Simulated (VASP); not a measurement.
# CdSiSb2 (P-4m2) in VASP: notebook, part 2 of 2

VASP 6.6.1.

**3. Single point, PBE**

This run uses another cell than the first one, of 30.83 Å³/atom.

The input, INCAR:

```
ALGO = Normal
EDIFF = 1E-6
ENCUT = 520
GGA = PE
ISIF = 2
ISMEAR = -1
LASPH = True
LCHARG = True
LELF = True
LREAL = False
LVHAR = True
LWAVE = False
NBANDS = 36
NELM = 60
PREC = Accurate
SIGMA = 0.02
```

The input, KPOINTS:

```
k-points
0
Gamma
  6 6 2
```

The input, POSCAR:

```
CdSiSb2
1.0
    4.3827959564      0.0000000000      0.0000000000
    0.0000000000      4.3827959564      0.0000000000
    0.0000000000      0.0000000000     12.8391270314
Cd Sb Si
2 4 2
Direct
    0.5000000000      0.0000000000      0.8662240076
    0.0000000000      0.5000000000      0.1337759924
    0.5000000000      0.5000000000      0.0000000000
    0.0000000000      0.0000000000      0.2725738872
    0.5000000000      0.5000000000      0.5000000000
    0.0000000000      0.0000000000      0.7274261128
    0.5000000000      0.0000000000      0.3847463338
    0.0000000000      0.5000000000      0.6152536662
```

Potentials or basis: VASP PAW PBE potentials, release 64 (Cd, Sb, Si).

The run is started by

```bash
$ cat potpaw_PBE.64/Cd/POTCAR potpaw_PBE.64/Sb/POTCAR potpaw_PBE.64/Si/POTCAR > POTCAR
$ mpirun -np 1 vasp_std > vasp.out
```

OUTCAR:

```text
EDIFF = 1E-6
   ENCUT = 520
   GGA = PE
   ISIF = 2
   ISMEAR = -1
   LASPH = True
   LREAL = False
   NELM = 60
   PREC = Accurate

 ion  position               nearest neighbor table
   1  0.500  0.000  0.866-   3 2.78   3 2.78   6 2.82   6 2.82
   2  0.000  0.500  0.134-   3 2.78   3 2.78   4 2.82   4 2.82
   3  0.500  0.500  0.000-   1 2.78   2 2.78   1 2.78   2 2.78
   4  0.000  0.000  0.273-   7 2.62   7 2.62   2 2.82   2 2.82
   5  0.500  0.500  0.500-   7 2.64   8 2.64   7 2.64   8 2.64
   6  0.000  0.000  0.727-   8 2.62   8 2.62   1 2.82   1 2.82
   7  0.500  0.000  0.385-   4 2.62   4 2.62   5 2.64   5 2.64
[... 986 lines left out ...]
  Total        2.2648981      2.2648981      2.2553789      0.0000000      0.0000000      0.0000000
  in kB       14.7136780     14.7136780     14.6518376      0.0000000      0.0000000      0.0000000
  external PRESSURE =      14.6930645 kB  Pullay stress =       0.0000000 kB

 VOLUME and BASIS-vectors are now :
 -----------------------------------------------------------------------------
  energy-cutoff  :      520.00
  volume of cell :      246.63
      direct lattice vectors                 reciprocal lattice vectors
     4.382795956  0.000000000  0.000000000     0.228164854  0.000000000  0.000000000
     0.000000000  4.382795956  0.000000000     0.000000000  0.228164854  0.000000000
     0.000000000  0.000000000 12.839127031     0.000000000  0.000000000  0.077886915

 POSITION                                       TOTAL-FORCE (eV/Angst)
 -----------------------------------------------------------------------------------
      2.19140      0.00000     11.12156         0.000000      0.000000     -0.055316
      0.00000      2.19140      1.71757        -0.000000      0.000000      0.055316
      2.19140      2.19140      0.00000        -0.000000      0.000000      0.000000
      0.00000      0.00000      3.49961        -0.000000      0.000000     -0.045810
      2.19140      2.19140      6.41956        -0.000000     -0.000000      0.000000
      0.00000      0.00000      9.33952        -0.000000      0.000000      0.045810
      2.19140      0.00000      4.93981        -0.000000      0.000000     -0.001049
      0.00000      2.19140      7.89932        -0.000000      0.000000      0.001049
 -----------------------------------------------------------------------------------
    total drift:                                0.000000     -0.000000      0.000000

  FREE ENERGIE OF THE ION-ELECTRON SYSTEM (eV)
  ---------------------------------------------------
  free  energy   TOTEN  =       -27.4724297149 eV

  energy  without entropy=      -27.4673516785  energy(sigma->0) =      -27.46989070
```

OSZICAR:

```text
N       E                     dE             d eps       ncg     rms          rms(c)
DAV:   1     0.295379695355E+03    0.29538E+03   -0.20444E+04  1440   0.121E+03
DAV:   2    -0.866931006617E+01   -0.30405E+03   -0.29452E+03  1616   0.258E+02
DAV:   3    -0.276915805001E+02   -0.19022E+02   -0.18769E+02  1716   0.676E+01
DAV:   4    -0.279730064287E+02   -0.28143E+00   -0.28023E+00  1704   0.756E+00
DAV:   5    -0.279777434547E+02   -0.47370E-02   -0.47364E-02  1836   0.108E+00    0.808E+00
DAV:   6    -0.275217940204E+02    0.45595E+00   -0.11983E+00  1636   0.881E+00    0.579E+00
DAV:   7    -0.274746683838E+02    0.47126E-01   -0.38566E-01  1712   0.304E+00    0.221E+00
DAV:   8    -0.274721741280E+02    0.24943E-02   -0.62748E-02  1712   0.208E+00    0.555E-01
DAV:   9    -0.274719821789E+02    0.19195E-03   -0.47372E-03  1700   0.393E-01    0.321E-01
DAV:  10    -0.274723529801E+02   -0.37080E-03   -0.23044E-03  1616   0.210E-01    0.551E-02
DAV:  11    -0.274723967921E+02   -0.43812E-04   -0.40343E-04  1776   0.159E-01    0.334E-02
DAV:  12    -0.274724237217E+02   -0.26930E-04   -0.78235E-05  1648   0.456E-02    0.138E-02
DAV:  13    -0.274724261279E+02   -0.24063E-05   -0.15538E-05  1756   0.298E-02    0.666E-03
DAV:  14    -0.274724296228E+02   -0.34948E-05   -0.84081E-06  1536   0.135E-02    0.374E-03
DAV:  15    -0.274724297149E+02   -0.92180E-07   -0.20386E-07   928   0.290E-03
   1 F= -.27472430E+02 E0= -.27469891E+02  d E =-.507804E-02
```

Run time: 84 s. Hardware: 1 thread of Intel Xeon 6975P-C (Granite Rapids), shared host; peak memory 0.44 GiB.

Results:

```yaml
Free_energy: -27.4724 eV
Pressure: 1.5 GPa
Largest_force: 0.055 eV/Å
Band_gap_on_the_k_mesh: zero (bands 26 and 27 overlap by 0.26 eV)
```

Forces in eV/Å, atoms in the order of the input:
```
Cd   0.000  0.000 -0.055
Cd   0.000  0.000  0.055
Sb   0.000  0.000  0.000
Sb   0.000  0.000 -0.046
Sb   0.000  0.000  0.000
Sb   0.000  0.000  0.046
Si   0.000  0.000 -0.001
Si   0.000  0.000  0.001
```

Caveat: spin-orbit coupling is left out, which moves the levels of the heavy elements.

**4. Single point, PBE (30.83 Å³/atom)**

This run uses another cell than the first one, of 30.83 Å³/atom.

The input, INCAR:

```
SYSTEM = CdSiSb2
PREC = Accurate
ENCUT = 520
EDIFF = 1E-7
ISMEAR = -1
SIGMA = 0.02
LREAL = .False.
LASPH = .True.
NELM = 100
ALGO = Normal
ISIF = 2
LWAVE = .False.
LCHARG = .True.
GGA = PE
LELF = .True.
LVHAR = .True.
NBANDS = 36
```

The input, KPOINTS:

```
regular mesh
0
Gamma
  6 6 2
  0 0 0
```

The input, POSCAR:

```
CdSiSb2
1.0
    4.3812488606      0.0000000000      0.0000000000
    0.0000000000      4.3812488606      0.0000000000
    0.0000000000      0.0000000000     12.8485161369
Cd Sb Si
2 4 2
Direct
    0.5000000000      0.0000000000      0.8657229403
    0.0000000000      0.5000000000      0.1342770597
    0.5000000000      0.5000000000      0.0000000000
    0.0000000000      0.0000000000      0.2726518327
    0.5000000000      0.5000000000      0.5000000000
    0.0000000000      0.0000000000      0.7273481673
    0.5000000000      0.0000000000      0.3847765776
    0.0000000000      0.5000000000      0.6152234224
```

The run is started by

```bash
$ cat potpaw_PBE.64/Cd/POTCAR potpaw_PBE.64/Sb/POTCAR potpaw_PBE.64/Si/POTCAR > POTCAR
$ mpirun -np 1 vasp_std > vasp.out
```

Run time: 1.8 min. Hardware: 1 thread of Intel Xeon 6975P-C (Granite Rapids), shared host; peak memory 0.45 GiB.

It converged, with:

```yaml
Free_energy: -27.4729 eV
Pressure: 1.5 GPa
Largest_force: 0.035 eV/Å
Band_gap_on_the_k_mesh: zero (bands 26 and 27 overlap by 0.27 eV)
```

Forces in eV/Å, atoms in the order of the input:
```
Cd   0.000  0.000 -0.020
Cd   0.000  0.000  0.020
Sb   0.000  0.000  0.000
Sb   0.000  0.000 -0.035
Sb   0.000  0.000  0.000
Sb   0.000  0.000  0.035
Si   0.000  0.000  0.001
Si   0.000  0.000 -0.001
```

Levels at points of the mesh, in eV from the Fermi level:
```
           k point  band 22  band 23  band 24  band 25  band 26  band 27  band 28  band 29  band 30  band 31
(0.00, 0.00, 0.00)    -0.76    -0.76    -0.66    -0.44    -0.23     0.00     0.35     0.35     0.60     2.27
(0.50, 0.00, 0.00)    -2.68    -1.42    -1.13    -0.44    -0.24    -0.23     0.33     1.86     1.97     2.32
(0.50, 0.50, 0.00)    -3.21    -2.63    -2.08    -2.08    -1.64     0.65     0.85     0.85     1.11     3.58
(0.00, 0.00, 0.50)    -2.01    -0.57    -0.57    -0.34    -0.29     0.05     0.05     0.52     0.86     2.56
(0.50, 0.00, 0.50)    -2.49    -2.29    -1.84    -0.23     0.03     0.12     0.33     2.07     2.33     2.35
(0.50, 0.50, 0.50)    -3.12    -2.76    -2.16    -2.16    -1.71     0.98     1.23     1.23     1.60     2.33
```

Caveat: spin-orbit coupling is left out, which moves the levels of the heavy elements.

**5. Single point, PBE**

This run uses another cell than the first one, of 31.78 Å³/atom.

Changes to INCAR since step 4:

```diff
@@ -3,3 +3,3 @@
 ENCUT = 520
-EDIFF = 1E-7
+EDIFF = 1E-6
 ISMEAR = -1
@@ -8,3 +8,3 @@
 LASPH = .True.
-NELM = 100
+NELM = 80
 ALGO = Normal
```

KPOINTS is that of step 4.

Changes to POSCAR since step 4:

```diff
@@ -2,5 +2,5 @@
 1.0
-    4.3812488606      0.0000000000      0.0000000000
-    0.0000000000      4.3812488606      0.0000000000
-    0.0000000000      0.0000000000     12.8485161369
+    4.4259585696      0.0000000000      0.0000000000
+    0.0000000000      4.4259585696      0.0000000000
+    0.0000000000      0.0000000000     12.9796325003
 Cd Sb Si
```

The run is started by

```bash
$ cat potpaw_PBE.64/Cd/POTCAR potpaw_PBE.64/Sb/POTCAR potpaw_PBE.64/Si/POTCAR > POTCAR
$ mpirun -np 1 vasp_std > vasp.out
```

Wall time 1.7 min (1 thread of Intel Xeon 6975P-C (Granite Rapids), shared host); peak memory 0.44 GiB.

It converged, with:

```
Free energy            : -27.5092 eV
Pressure               : 0.1 GPa
Largest force          : 0.019 eV/Å
Band gap on the k mesh : zero (bands 26 and 27 overlap by 0.23 eV)
```

Forces on the atoms (eV/Å):
```
Cd   0.000  0.000 -0.007
Cd   0.000  0.000  0.007
Sb   0.000  0.000  0.000
Sb   0.000  0.000 -0.019
Sb   0.000  0.000  0.000
Sb   0.000  0.000  0.019
Si   0.000  0.000  0.001
Si   0.000  0.000 -0.001
```

Levels at points of the mesh, in eV from the Fermi level:
```csv
k point,band 23,band 24,band 25,band 26,band 27,band 28,band 29,band 30
"(0.00, 0.00, 0.00)",-0.72,-0.72,-0.43,-0.20,-0.01,0.33,0.33,0.61
"(0.50, 0.00, 0.00)",-1.39,-1.09,-0.47,-0.26,-0.22,0.31,1.83,1.95
"(0.50, 0.50, 0.00)",-2.56,-2.00,-2.00,-1.56,0.68,0.86,0.86,1.16
"(0.00, 0.00, 0.50)",-0.54,-0.54,-0.30,-0.24,0.06,0.06,0.51,0.79
"(0.50, 0.00, 0.50)",-2.21,-1.80,-0.22,0.01,0.09,0.31,1.99,2.28
"(0.50, 0.50, 0.50)",-2.67,-2.08,-2.08,-1.63,0.99,1.23,1.23,1.63
```

Caveat: spin-orbit coupling is left out, which moves the levels of the heavy elements.

**6. Single point, PBE (32.74 Å³/atom)**

This run uses another cell than the first one, of 32.74 Å³/atom.

The input, INCAR:

```
SYSTEM = CdSiSb2
PREC     = Accurate       ! precision mode
ENCUT    = 520            ! plane-wave cutoff, eV
EDIFF    = 1E-6           ! SCF threshold, eV
ISMEAR   = -1             ! smearing method
SIGMA    = 0.02           ! smearing width, eV
LREAL    = .False.        ! projectors in reciprocal space
LASPH    = .True.         ! aspherical terms in the spheres
NELM     = 60             ! most SCF steps
ALGO     = Normal         ! electronic algorithm
ISIF     = 2              ! what is computed and relaxed
LWAVE    = .False.        ! write WAVECAR
LCHARG   = .False.        ! write CHGCAR
GGA      = PE             ! functional
NBANDS   = 36             ! bands
```

KPOINTS is that of step 5.

Changes to POSCAR since step 5:

```diff
@@ -2,5 +2,5 @@
 1.0
-    4.4259585696      0.0000000000      0.0000000000
-    0.0000000000      4.4259585696      0.0000000000
-    0.0000000000      0.0000000000     12.9796325003
+    4.4697827917      0.0000000000      0.0000000000
+    0.0000000000      4.4697827917      0.0000000000
+    0.0000000000      0.0000000000     13.1081520714
 Cd Sb Si
```

Potentials or basis: VASP PAW PBE potentials, release 64 (Cd, Sb, Si).

The run is started by

```bash
$ cat potpaw_PBE.64/Cd/POTCAR potpaw_PBE.64/Sb/POTCAR potpaw_PBE.64/Si/POTCAR > POTCAR
$ mpirun -np 1 vasp_std > vasp.out
```

Wall time 84 s (1 thread of Intel Xeon 6975P-C (Granite Rapids), shared host); peak memory 0.45 GiB.

The run converged. Its results:

| Property | Result |
| --- | --- |
| Free energy | -27.4862 eV |
| Pressure | -1.0 GPa |
| Largest force | 0.009 eV/Å |
| Band gap on the k mesh | zero (bands 26 and 27 overlap by 0.22 eV) |

Forces on the atoms (eV/Å):
```
Cd   0.000  0.000  0.003
Cd   0.000  0.000 -0.003
Sb   0.000  0.000  0.000
Sb   0.000  0.000 -0.009
Sb   0.000  0.000  0.000
Sb   0.000  0.000  0.009
Si   0.000  0.000  0.004
Si   0.000  0.000 -0.004
```

Levels at points of the mesh, in eV from the Fermi level:
```
           k point  band 24  band 25  band 26  band 27  band 28  band 29
(0.00, 0.00, 0.00)    -0.69    -0.43    -0.17     0.00     0.31     0.31
(0.50, 0.00, 0.00)    -1.06    -0.51    -0.29    -0.21     0.29     1.79
(0.50, 0.50, 0.00)    -1.92    -1.92    -1.50     0.71     0.87     0.87
(0.00, 0.00, 0.50)    -0.52    -0.26    -0.18     0.06     0.06     0.50
(0.50, 0.00, 0.50)    -1.75    -0.21    -0.01     0.07     0.29     1.92
(0.50, 0.50, 0.50)    -1.99    -1.99    -1.56     0.99     1.22     1.22
```

Caveat: spin-orbit coupling is left out, which moves the levels of the heavy elements.

**7. Summary**

| cell | gap on the mesh (eV) | pressure (GPa) | largest force (eV/Å) |
| --- | --- | --- | --- |
| a = 4.336, b = 4.336, c = 12.715 Å, 8 atoms, atomic positions A | none | 3.1 | 0.06 |
| a = 4.383, b = 4.383, c = 12.839 Å, 8 atoms, atomic positions B | none | 1.5 | 0.06 |
| a = 4.381, b = 4.381, c = 12.849 Å, 8 atoms, atomic positions A | none | 1.5 | 0.03 |
| a = 4.426, b = 4.426, c = 12.980 Å, 8 atoms, atomic positions A | none | 0.1 | 0.02 |
| a = 4.470, b = 4.470, c = 13.108 Å, 8 atoms, atomic positions A | none | -1.0 | 0.01 |

Alike in all rows: task single point; level PBE; potentials or basis VASP PAW PBE potentials, release 64 (Cd, Sb, Si); no spin polarisation; k mesh 6 × 6 × 2; cutoff (eV) 520; smearing fermi-dirac 0.02 eV.

Caveats: spin-orbit coupling is left out, which moves the levels of the heavy elements; the cell stands under pressure (at least some runs).

Total energies depend on the potentials used, so only differences within one code and one set of settings carry meaning.
